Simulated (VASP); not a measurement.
# Ta (Im-3m) in VASP: further runs, part 2 of 2

VASP 6.6.1. The steps go on from the part before.

## (3) Single point, PBE0

This run uses another cell than the first one, of 16.93 Å³/atom.

Input file POSCAR:

```
Ta
1.0
   -1.6175709496      1.6175709496      1.6175709496
    1.6175709496     -1.6175709496      1.6175709496
    1.6175709496      1.6175709496     -1.6175709496
Ta
1
Direct
    0.0000000000      0.0000000000      0.0000000000
```

Input file INCAR.step1:

```
SYSTEM = Ta
PREC = Accurate
ENCUT = 400
EDIFF = 1E-5
ISMEAR = -1
SIGMA = 0.05
LREAL = .False.
LASPH = .True.
NELM = 120
ALGO = Normal
ISIF = 2
LWAVE = .True.
LCHARG = .False.
NBANDS = 12
GGA = PE
GGA_COMPAT = .False.
```

Input file INCAR.step2:

```
SYSTEM = Ta
PREC = Accurate
ENCUT = 400
EDIFF = 1E-6
ISMEAR = -1
SIGMA = 0.05
LREAL = .False.
LASPH = .True.
NELM = 120
ALGO = Normal
ISIF = 2
LWAVE = .False.
LCHARG = .False.
GGA = PE
LHFCALC = .True.
AEXX = 0.25
PRECFOCK = Normal
NBANDS = 12
ISTART = 1
GGA_COMPAT = .False.
```

Input file KPOINTS:

```
regular mesh
0
Gamma
  6 6 6
  0 0 0
```

Potentials or basis: VASP PAW PBE potentials, release 64 (Ta_sv_GW).

Command:

```bash
$ cat potpaw_PBE.64/Ta_sv_GW/POTCAR > POTCAR
$ cp INCAR.step1 INCAR
$ mpirun -np 1 vasp_std > vasp.out
$ cp INCAR.step2 INCAR
$ mpirun -np 1 vasp_std > vasp.out
```

It took 5.1 min on 1 thread of AMD EPYC 7R13 (Zen 3), shared host; peak memory 0.1 GiB.

Results (log left out):

```
Free energy            : -16.5962 eV
Pressure               : 14.5 GPa
Band gap on the k mesh : zero (an odd number of electrons rules out a gap without spin polarisation)
```

Levels at points of the mesh, in eV from the Fermi level:
```
           k point  band 4  band 5  band 6  band 7  band 8  band 9
(0.00, 0.00, 0.00)  -35.29   -9.38    1.93    1.93    1.93    5.80
(0.50, 0.00, 0.00)  -35.30   -5.42   -2.04    2.37    5.68    6.81
(0.50, 0.50, 0.50)  -36.37   -4.89   -4.89    8.97    8.97    8.97
```

Caveat: the k points lie up to 0.46 Å⁻¹ apart, too coarse for converged energies and pressures of a metal; the PAW data sets were made with another functional, which shifts forces and pressure a little; spin-orbit coupling is left out, which moves the levels of the heavy elements.

## (4) Relaxation of cell and atoms, PBE-based screened hybrid with 25 % exact exchange+U

This run uses another cell than the first one, of 18.01 Å³/atom.

Input file POSCAR:

```
Ta
1.0
   -1.6512800000      1.6512800000      1.6512800000
    1.6512800000     -1.6512800000      1.6512800000
    1.6512800000      1.6512800000     -1.6512800000
Ta
1
Direct
    0.0000000000      0.0000000000      0.0000000000
```

Input file INCAR.step1:

```
PREC     = Accurate       # precision mode
ENCUT    = 600            # plane-wave cutoff, eV
EDIFF    = 1E-5           # SCF threshold, eV
ISMEAR   = 0              # smearing method
SIGMA    = 0.05           # smearing width, eV
LREAL    = False          # projectors in reciprocal space
LASPH    = True           # aspherical terms in the spheres
NELM     = 150            # most SCF steps
ALGO     = Normal         # electronic algorithm
LWAVE    = True           # write WAVECAR
LCHARG   = False          # write CHGCAR
LMAXMIX  = 4              # l up to which the mixer works
LDAU     = True           # DFT+U
LDAUTYPE = 2            
LDAUL    = 2              # shell
LDAUU    = 4              # U, eV
LDAUJ    = 0            
LDAUPRINT= 1            
GGA      = PE             # functional
NBANDS   = 12             # bands
KPAR     = 4
```

Input file INCAR.step2:

```
PREC     = Accurate       # precision mode
ENCUT    = 600            # plane-wave cutoff, eV
EDIFF    = 1E-6           # SCF threshold, eV
ISMEAR   = 0              # smearing method
SIGMA    = 0.05           # smearing width, eV
LREAL    = False          # projectors in reciprocal space
LASPH    = True           # aspherical terms in the spheres
NELM     = 150            # most SCF steps
ALGO     = Normal         # electronic algorithm
ISIF     = 3              # what is computed and relaxed
LWAVE    = False          # write WAVECAR
LCHARG   = False          # write CHGCAR
LMAXMIX  = 4              # l up to which the mixer works
LDAU     = True           # DFT+U
LDAUTYPE = 2            
LDAUL    = 2              # shell
LDAUU    = 4              # U, eV
LDAUJ    = 0            
LDAUPRINT= 1            
GGA      = PE             # functional
LHFCALC  = True           # exact exchange
AEXX     = 0.25           # exact-exchange fraction
HFSCREEN = 0.3            # screening, 1/A
PRECFOCK = Normal       
IBRION   = 2              # ionic algorithm
NSW      = 60             # ionic steps
EDIFFG   = -0.01          # ionic threshold
ISTART   = 1            
KPAR     = 4
```

Input file KPOINTS:

```
regular mesh
0
Gamma
  7 7 7
```

Potentials or basis: VASP PAW PBE potentials, release 64 (Ta_pv).

Command:

```bash
$ cat potpaw_PBE.64/Ta_pv/POTCAR > POTCAR
$ cp INCAR.step1 INCAR
$ mpirun -np 4 vasp_std > vasp.out
$ cp INCAR.step2 INCAR
$ mpirun -np 4 vasp_std > vasp.out
```

Run time: 21 min. Hardware: 4 MPI ranks of AMD EPYC 7R43 (Zen 3), shared host; peak memory 0.23 GiB.

The run converged. Its results:

* Free energy: -9.6636 eV
* Relaxed volume: 19.40 Å³/atom
* Relaxed cell: a = 2.932 Å, b = 2.932 Å, c = 2.932 Å, α = 109.47°, β = 109.47°, γ = 109.47°
* Space group after relaxing (to 0.1 Å): Im-3m (No. 229)
* Energy gained by relaxing: 41.7 meV/atom
* Ionic steps: 5
* Pressure after relaxing: -0.1 GPa
* Band gap on the k mesh: zero (an odd number of electrons rules out a gap without spin polarisation)

The path:
| step | energy change (eV) | largest force (eV/Å) | pressure (GPa) | volume (Å³) |
| --- | --- | --- | --- | --- |
| 1 | 0.0000 | 0.0000 | 12.67 | 18.01 |
| 2 | 0.1291 | 0.0000 | -18.92 | 21.98 |
| 3 | -0.0416 | 0.0000 | 0.59 | 19.31 |
| 4 | -0.0417 | 0.0000 | 0.14 | 19.37 |
| 5 | -0.0417 | 0.0000 | -0.06 | 19.40 |

Final structure:
```
Ta
1.0
    -1.69276    1.69276    1.69276
     1.69276   -1.69276    1.69276
     1.69276    1.69276   -1.69276
Ta
1
Direct
  0.00000 0.00000 0.00000
```

Levels at points of the mesh, in eV from the Fermi level:
```csv
k point,band 2,band 3,band 4,band 5,band 6,band 7,band 8,band 9
"(0.00, 0.00, 0.00)",-36.41,-36.41,-9.02,1.34,1.34,1.34,4.86,4.86
```

Eigenvalues of the final occupation matrices:
```csv
site,spin,trace,eigenvalues
site 1 d,1,1.04,0.17 0.17 0.23 0.23 0.23
site 1 d,2,1.04,0.17 0.17 0.23 0.23 0.23
```

Caveat: the k points lie up to 0.37 Å⁻¹ apart in the final cell, too coarse for converged energies and pressures of a metal; the PAW data sets were made with another functional, which shifts forces and pressure a little; spin-orbit coupling is left out, which moves the levels of the heavy elements; U without spin polarisation on a metal has little footing; the U is typed as a test and isn't derived for this compound. Zero-point motion and thermal expansion aren't in these numbers.

## (5) Single point, r2SCAN50

This run uses another cell than the first one, of 17.29 Å³/atom.

Input file POSCAR:

```
Ta
1.0
   -1.6289626696      1.6289626696      1.6289626696
    1.6289626696     -1.6289626696      1.6289626696
    1.6289626696      1.6289626696     -1.6289626696
Ta
1
Direct
    0.0000000000      0.0000000000      0.0000000000
```

Input file INCAR.step1:

```
  PREC = Accurate
  ENCUT = 440
  EDIFF = 1E-5
  ISMEAR = -1
  SIGMA = 0.05
  LREAL = F
  LASPH = T
  NELM = 120
  ALGO = Normal
  ISIF = 2
  LWAVE = T
  LCHARG = F
  NBANDS = 12
  GGA = PE
  GGA_COMPAT = F
```

Input file INCAR.step2:

```
  PREC = Accurate
  ENCUT = 440
  EDIFF = 1E-6
  ISMEAR = -1
  SIGMA = 0.05
  LREAL = F
  LASPH = T
  NELM = 120
  ALGO = Normal
  ISIF = 2
  LWAVE = F
  LCHARG = F
  METAGGA = R2SCAN
  LHFCALC = T
  AEXX = 0.5
  LMIXTAU = T
  PRECFOCK = Normal
  NBANDS = 12
  ISTART = 1
  GGA_COMPAT = F
```

Input file KPOINTS:

```
regular mesh
0
Gamma
  6 6 6
```

Potentials or basis: VASP PAW PBE potentials, release 64 (Ta_sv_GW).

Command:

```bash
$ cat potpaw_PBE.64/Ta_sv_GW/POTCAR > POTCAR
$ cp INCAR.step1 INCAR
$ mpirun -np 1 vasp_std > vasp.out
$ cp INCAR.step2 INCAR
$ mpirun -np 1 vasp_std > vasp.out
```

Run time: 11 min. Hardware: 1 thread of Intel Xeon Platinum 8488C (Sapphire Rapids), shared host; peak memory 0.14 GiB.

The run converged. Its results:

```
Free energy            : -38.7798 eV
Pressure               : -9.0 GPa
Band gap on the k mesh : zero (an odd number of electrons rules out a gap without spin polarisation)
```

Levels at points of the mesh, in eV from the Fermi level:
| k point | band 2 | band 3 | band 4 | band 5 | band 6 | band 7 | band 8 | band 9 | band 10 | band 11 |
| --- | --- | --- | --- | --- | --- | --- | --- | --- | --- | --- |
| (0.00, 0.00, 0.00) | -38.55 | -38.55 | -38.55 | -11.20 | 2.87 | 2.87 | 2.87 | 7.14 | 7.14 | 18.03 |
| (0.50, 0.00, 0.00) | -40.26 | -39.06 | -38.55 | -6.48 | -2.56 | 2.22 | 6.93 | 8.11 | 11.39 | 14.80 |
| (0.50, 0.50, 0.50) | -39.66 | -39.66 | -39.66 | -5.72 | -5.72 | 10.25 | 10.25 | 10.25 | 11.73 | 11.73 |

Caveat: the k points lie up to 0.45 Å⁻¹ apart, too coarse for converged energies and pressures of a metal; the PAW data sets were made with another functional, which shifts forces and pressure a little; spin-orbit coupling is left out, which moves the levels of the heavy elements.

## (6) Summary

```tsv
task	level	potentials or basis	U	cell	k mesh	cutoff (eV)	smearing	share of exact exchange	screening parameter	gap on the mesh (eV)	pressure (GPa)
single point	HSE06	VASP PAW PBE potentials, release 64 (Ta_sv_GW)	-	a = 2.841 Å, angles 109.5°, 1 atom	6 × 6 × 6	400	fermi-dirac 0.05 eV	0.25	0.2079 1/Å	none	4.4
single point	PBE0	VASP PAW PBE potentials, release 64 (Ta_sv_GW)	-	a = 2.802 Å, angles 109.5°, 1 atom	6 × 6 × 6	400	fermi-dirac 0.05 eV	0.25	-	none	14.5
relaxation of cell and atoms	PBE-based screened hybrid with 25 % exact exchange+U	VASP PAW PBE potentials, release 64 (Ta_pv)	Ta d U = 4.0 eV	relaxed from a = 2.860 Å, angles 109.5°, 1 atom	7 × 7 × 7	600	gaussian 0.05 eV	0.25	0.3 1/Å	none	-0.1
single point	r2SCAN50	VASP PAW PBE potentials, release 64 (Ta_sv_GW)	-	a = 2.821 Å, angles 109.5°, 1 atom	6 × 6 × 6	440	fermi-dirac 0.05 eV	0.5	-	none	-9.0
```

Alike in all rows: no spin polarisation.

Caveats: all runs use coarse meshes; the PAW data sets were made with another functional, which shifts forces and pressure a little; spin-orbit coupling is left out, which moves the levels of the heavy elements; U without spin polarisation on a metal has little footing (at least some runs); the U is typed as a test and isn't derived for this compound (at least some runs).

Total energies depend on the potentials used, so only differences within one code and one set of settings carry meaning.
